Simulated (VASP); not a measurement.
# TaW5 (P4/mmm) in VASP: single point with r2SCAN

Aim: the single point of TaW5 with r2SCAN.

Program: VASP 6.6.1. These are calculated values, not measurements. Logs are shortened: lines on timing, memory, paths and dates and some standing lists are left out, and cuts for length are marked.

## (1) The cell of the first run

Symmetry: P4/mmm, No. 123, tetragonal system. Conventional cell: a = 3.198 Å, b = 3.198 Å, c = 9.633 Å, α = 90.00°, β = 90.00°, γ = 90.00°. Within 3.7 Å of Ta (site symmetry 4/mmm) lie 10 W at 2.80 to 3.22 Å and 4 Ta at 3.20 Å. Within 3.6 Å of W (site symmetry 4/mmm) lie 14 W at 2.77 to 3.20 Å. Within 3.6 Å of W (site symmetry 4mm) lie 13 W at 2.75 to 3.20 Å and 1 Ta at 3.22 Å. W (site symmetry 4mm) has 10 W at 2.75 to 3.30 Å and 4 Ta at 2.80 Å within 3.6 Å.

## (2) Single point, r2SCAN

Contents of POSCAR:

```
TaW5
1.0
    3.1984602466      0.0000000000      0.0000000000
    0.0000000000      3.1984602466      0.0000000000
    0.0000000000      0.0000000000      9.6333362753
Ta W
1 5
Direct
    0.5000000000      0.5000000000      0.5000000000
    0.0000000000      0.0000000000      0.0000000000
    0.5000000000      0.5000000000      0.1652674463
    0.0000000000      0.0000000000      0.3285636457
    0.0000000000      0.0000000000      0.6714363543
    0.5000000000      0.5000000000      0.8347325537
```

Contents of INCAR.step1:

```
ALGO = Normal
EDIFF = 1E-5
ENCUT = 550
GGA = PE
GGA_COMPAT = False
ISMEAR = 0
LASPH = True
LCHARG = False
LREAL = False
LWAVE = True
NBANDS = 50
NELM = 120
PREC = Accurate
SIGMA = 0.1
```

Contents of INCAR.step2:

```
ALGO = Normal
EDIFF = 1E-6
ENCUT = 550
GGA_COMPAT = False
ISIF = 2
ISMEAR = 0
ISTART = 1
LASPH = True
LCHARG = False
LMIXTAU = True
LREAL = False
LWAVE = False
METAGGA = R2SCAN
NBANDS = 50
NELM = 120
PREC = Accurate
SIGMA = 0.1
```

Contents of KPOINTS:

```
k-points
0
Gamma
  12 12 4
```

Potentials or basis: VASP PAW PBE potentials, release 64 (Ta_pv, W_sv).

Run with:

```
> cat potpaw_PBE.64/Ta_pv/POTCAR potpaw_PBE.64/W_sv/POTCAR > POTCAR
> cp INCAR.step1 INCAR
> mpirun -np 1 vasp_std > vasp.out
> cp INCAR.step2 INCAR
> mpirun -np 1 vasp_std > vasp.out
```

OUTCAR:

```text
EDIFF = 1E-6
   ENCUT = 550
   ISIF = 2
   ISMEAR = 0
   ISTART = 1
   LASPH = True
   LREAL = False
   METAGGA = R2SCAN
   NELM = 120
   PREC = Accurate

 ion  position               nearest neighbor table
   1  0.500  0.500  0.500-   4 2.80   5 2.80   4 2.80   5 2.80   4 2.80   5 2.80   4 2.80   5 2.80
                             3 3.22   6 3.22
   2  0.000  0.000  0.000-   3 2.77   6 2.77   3 2.77   6 2.77   3 2.77   6 2.77   3 2.77   6 2.77
                             5 3.17   4 3.17
   3  0.500  0.500  0.165-   4 2.75   4 2.75   4 2.75   4 2.75   2 2.77   2 2.77   2 2.77   2 2.77
                             6 3.18   1 3.22
   4  0.000  0.000  0.329-   3 2.75   3 2.75   3 2.75   3 2.75   1 2.80   1 2.80   1 2.80   1 2.80
                             2 3.17   5 3.30
   5  0.000  0.000  0.671-   6 2.75   6 2.75   6 2.75   6 2.75   1 2.80   1 2.80   1 2.80   1 2.80
                             2 3.17   4 3.30
   6  0.500  0.500  0.835-   5 2.75   5 2.75   5 2.75   5 2.75   2 2.77   2 2.77   2 2.77   2 2.77
                             3 3.18   1 3.22

  LATTYP: Found a simple tetragonal cell.
 ALAT       =     3.1984602466
 C/A-ratio  =     3.0118668148

  Lattice vectors:

 A1 = (   3.1984602466,   0.0000000000,   0.0000000000)
 A2 = (   0.0000000000,   3.1984602466,   0.0000000000)
 A3 = (   0.0000000000,   0.0000000000,   9.6333362753)

Analysis of symmetry for initial positions (statically):
=====================================================================
 Subroutine PRICEL returns:
 Original cell was already a primitive cell.

 Routine SETGRP: Setting up the symmetry group for a
 simple tetragonal supercell.

 Subroutine GETGRP returns: Found 16 space group operations
 (whereof 16 operations were pure point group operations)
 out of a pool of 16 trial point group operations.

The static configuration has the point symmetry D_4h.

Analysis of symmetry for dynamics (positions and initial velocities):
=====================================================================
 Subroutine PRICEL returns:
 Original cell was already a primitive cell.

 Routine SETGRP: Setting up the symmetry group for a
 simple tetragonal supercell.

 Subroutine GETGRP returns: Found 16 space group operations
 (whereof 16 operations were pure point group operations)
 out of a pool of 16 trial point group operations.

The dynamic configuration has the point symmetry D_4h.

 Subroutine INISYM returns: Found 16 space group operations
 (whereof 16 operations are pure point group operations),
 and found     1 'primitive' translations

----------------------------------------------------------------------------------------

                                     Primitive cell

  volume of cell :      98.5505

  direct lattice vectors                    reciprocal lattice vectors
     3.198460247  0.000000000  0.000000000     0.312650439  0.000000000  0.000000000
     0.000000000  3.198460247  0.000000000     0.000000000  0.312650439  0.000000000
     0.000000000  0.000000000  9.633336275     0.000000000  0.000000000  0.103806197

  length of vectors
     3.198460247  3.198460247  9.633336275     0.312650439  0.312650439  0.103806197

  position of ions in fractional coordinates (direct lattice)
     0.500000000  0.500000000  0.500000000
     0.000000000  0.000000000  0.000000000
     0.500000000  0.500000000  0.165267446
     0.000000000  0.000000000  0.328563646
     0.000000000  0.000000000  0.671436354
     0.500000000  0.500000000  0.834732554

  ion indices of the primitive-cell ions
   primitive index   ion index
                 1           1
                 2           2
                 3           3
                 4           4
                 5           5
                 6           6

----------------------------------------------------------------------------------------

 KPOINTS: k-points

Automatic generation of k-mesh.
 Grid dimensions read from file:
 generate k-points for:   12   12    4

 Generating k-lattice:

  Cartesian coordinates                     Fractional coordinates (reciprocal lattice)
     0.026054203  0.000000000  0.000000000     0.083333333  0.000000000  0.000000000
     0.000000000  0.026054203  0.000000000     0.000000000  0.083333333  0.000000000
     0.000000000  0.000000000  0.025951549     0.000000000  0.000000000  0.250000000

  Length of vectors
     0.026054203  0.026054203  0.025951549

  Shift w.r.t. Gamma in fractional coordinates (k-lattice)
     0.000000000  0.000000000  0.000000000

 Subroutine IBZKPT returns following result:
 ===========================================

 Found     84 irreducible k-points:

 Following reciprocal coordinates:
            Coordinates               Weight
  0.000000  0.000000  0.000000      1.000000
  0.083333  0.000000  0.000000      4.000000
  0.166667  0.000000  0.000000      4.000000
  0.250000  0.000000  0.000000      4.000000
  0.333333  0.000000  0.000000      4.000000
  0.416667  0.000000  0.000000      4.000000
[... 16 lines left out ...]
  0.333333  0.333333  0.000000      4.000000
  0.416667  0.333333  0.000000      8.000000
 [... further k-points ...]
   k-points           NKPTS =     84   k-points in BZ     NKDIM =     84   number of bands    NBANDS=     50
   number of dos      NEDOS =    301   number of ions     NIONS =      6
   total plane-waves  NPLWV =  46080
   dimension x,y,z NGX =    24 NGY =   24 NGZ =   80
   dimension x,y,z NGXF=    48 NGYF=   48 NGZF=  160
   ions per type =               1   5
   NGX,Y,Z   is equivalent  to a cutoff of  12.47, 12.47, 13.81 a.u.
   NGXF,Y,Z  is equivalent  to a cutoff of  24.95, 24.95, 27.61 a.u.
 SYSTEM =  unknown system
   PREC   = accura    normal or accurate (medium, high low for compatibility)
   ISTART =      1    job   : 0-new  1-cont  2-samecut
   ICHARG =      0    charge: 1-file 2-atom 10-const
   ISPIN  =      1    spin polarized calculation?
   LNONCOLLINEAR =      F non collinear calculations
   LSORBIT =      F    spin-orbit coupling
   LASPH  =      T    aspherical Exc in radial PAW
   ENCUT  =  550.0 eV  40.42 Ry    6.36 a.u.   6.12  6.12 18.42*2*pi/ulx,y,z
   NELM   =    120;   NELMIN=  2; NELMDL=  0     # of ELM steps
   EDIFF  = 0.1E-05   stopping-criterion for ELM
   LREAL  =      F    real-space projection
   EDIFFG = 0.1E-04   stopping-criterion for IOM
   NSW    =      0    number of steps for IOM
   IBRION =     -1    ionic relax: 0-MD 1-quasi-New 2-CG
   NFREE  =      0    steps in history (QN), initial steepest desc. (CG)
   ISIF   =      2    stress and relaxation
   ISYM   =      2    0-nonsym 1-usesym 2-fastsym
   POTIM  = 0.5000    time-step for ionic-motion
   TEBEG  =    0.0;   TEEND  =   0.0 temperature during run
   PSTRESS=    0.0 pullay stress
   NELECT =      81.0000    total number of electrons
   NUPDOWN=      -1.0000    fix difference up-down
   EMIN   =  10.00;   EMAX   =-10.00  energy-range for DOS
   EFERMI =   0.00;   METHOD = LEGACY
   ISMEAR =     0;   SIGMA  =   0.10  broadening in eV -4-tet -1-fermi 0-gaus
   EFERMI_NEDOS =   21; number of points for ismear=-14 and -15
   IALGO  =     38    algorithm
   IMIX   =      4    mixing-type and parameters
     AMIX     =   0.40;   BMIX     =  1.00
     AMIX_MAG =   1.60;   BMIX_MAG =  1.00
  volume/ion in A,a.u.               =      16.43       110.84
  Fermi-wavevector in a.u.,A,eV,Ry     =   1.533499  2.897894 31.995740  2.351621
  Thomas-Fermi vector in A             =   2.640558
   LORBIT       =      0    0 simple, 1 ext, 2 COOP (PROOUT), +10 PAW based schemes
   METAGGA = R2SCAN    functional components
   LHFCALC =     F    Hartree Fock is set to
   AEXX    =    0.0000 exact exchange contribution
   IVDW    =     0    specifies the selected vdW correction
   LEPSILON=     F    determine dielectric tensor
   LRPA    =     F    only Hartree local field effects (RPA)
 non-spin polarized calculation
 Gauss-broadening in eV      SIGMA  =   0.10
  energy-cutoff  :      550.00
  volume of cell :       98.55
 maximum number of plane-waves:      2920
   NGX = 13   NGY = 13   NGZ = 37

 number of electron      80.9999986 magnetization

 Free energy of the ion-electron system (eV)
  ---------------------------------------------------
  ext. energy  EPLUGINS =         0.00000000
  ---------------------------------------------------
  free energy    TOTEN  =      -305.74069503 eV

  energy without entropy =     -305.72569472  energy(sigma->0) =     -305.73319488

 E-fermi :   9.8705     XC(G=0): -14.6589

 val. band max:        9.8619672393   @ k =   0.1667   0.0000   0.2500
 cond. band min:       9.8900798402   @ k =   0.4167   0.4167   0.0000
 fundamental gap:      0.0281126009
 Fermi energy:         9.8704637139

 k-point     1 :       0.0000    0.0000    0.0000
  band No.  band energies     occupation
      1     -66.1035      2.00000
      2     -65.9929      2.00000
      3     -65.9341      2.00000
      4     -65.6825      2.00000
      5     -65.6804      2.00000
      6     -29.8766      2.00000
[... 42 lines left out ...]
     49      12.8350      0.00000
     50      13.2583      0.00000

 k-point     2 :       0.0833    0.0000    0.0000
  band No.  band energies     occupation
      1     -66.1000      2.00000
      2     -65.9915      2.00000
      3     -65.9356      2.00000
      4     -65.6828      2.00000
      5     -65.6806      2.00000
      6     -29.8935      2.00000
[... 42 lines left out ...]
     49      12.9001      0.00000
     50      13.5504      0.00000

 k-point     3 :       0.1667    0.0000    0.0000
  band No.  band energies     occupation
      1     -66.0900      2.00000
      2     -65.9877      2.00000
      3     -65.9401      2.00000
      4     -65.6837      2.00000
      5     -65.6812      2.00000
      6     -29.9560      2.00000
[... 1102 lines left out ...]
     49      13.3777      0.00000
     50      13.3936      0.00000

 k-point    24 :       0.4167    0.3333    0.0000
  band No.  band energies     occupation
      1     -66.0275      2.00000
      2     -65.9683      2.00000
      3     -65.9657      2.00000
      4     -65.6807      2.00000
      5     -65.6780      2.00000
      6     -30.1247      2.00000
[... 42 lines left out ...]
     49      13.4906      0.00000
     50      13.5490      0.00000

 [... further k-points ...]

------------------------ aborting loop because EDIFF is reached ----------------------------------------

  FORCE on cell =-STRESS in cart. coord.  units (eV):
  Direction    XX          YY          ZZ          XY          YZ          ZX
  --------------------------------------------------------------------------------------
  -------------------------------------------------------------------------------------
  Total       -1.9143101     -1.9143101     -1.8044777      0.0000000     -0.0000000      0.0000000
  in kB      -31.1217668    -31.1217668    -29.3361728      0.0000000     -0.0000000      0.0000000
  external PRESSURE =     -30.5265688 kB  Pullay stress =       0.0000000 kB

 VOLUME and BASIS-vectors are now :
 -----------------------------------------------------------------------------
  energy-cutoff  :      550.00
  volume of cell :       98.55
      direct lattice vectors                 reciprocal lattice vectors
     3.198460247  0.000000000  0.000000000     0.312650439  0.000000000  0.000000000
     0.000000000  3.198460247  0.000000000     0.000000000  0.312650439  0.000000000
     0.000000000  0.000000000  9.633336275     0.000000000  0.000000000  0.103806197

 POSITION                                       TOTAL-FORCE (eV/Angst)
 -----------------------------------------------------------------------------------
      1.59923      1.59923      4.81667        -0.000000     -0.000000     -0.000000
      0.00000      0.00000      0.00000        -0.000000     -0.000000     -0.000000
      1.59923      1.59923      1.59208        -0.000000     -0.000000      0.020835
      0.00000      0.00000      3.16516         0.000000      0.000000     -0.075847
      0.00000      0.00000      6.46817        -0.000000      0.000000      0.075847
      1.59923      1.59923      8.04126        -0.000000      0.000000     -0.020835
 -----------------------------------------------------------------------------------
    total drift:                                0.000000     -0.000000      0.000000

  FREE ENERGIE OF THE ION-ELECTRON SYSTEM (eV)
  ---------------------------------------------------
  free  energy   TOTEN  =      -305.7406950345 eV

  energy  without entropy=     -305.7256947181  energy(sigma->0) =     -305.73319488
```

Wall time 14 min (1 thread of AMD EPYC 9R45 (Zen 5), shared host); peak memory 0.42 GiB.

Results:

| Quantity | Value |
| --- | --- |
| Free energy | -305.7407 eV |
| Pressure | -3.1 GPa |
| Largest force | 0.076 eV/Å |
| Band gap on the k mesh | zero (an odd number of electrons rules out a gap without spin polarisation) |

Forces in eV/Å, atoms in the order of the input:
```
Ta   0.000  0.000  0.000
W    0.000  0.000  0.000
W    0.000  0.000  0.021
W    0.000  0.000 -0.076
W    0.000  0.000  0.076
W    0.000  0.000 -0.021
```

Caveat: the cell stands under tension; the PAW data sets were made with another functional, which shifts forces and pressure a little; spin-orbit coupling is left out, which moves the levels of the heavy elements.

The gap in the log of VASP goes by the Fermi energy; the results here count the filled bands.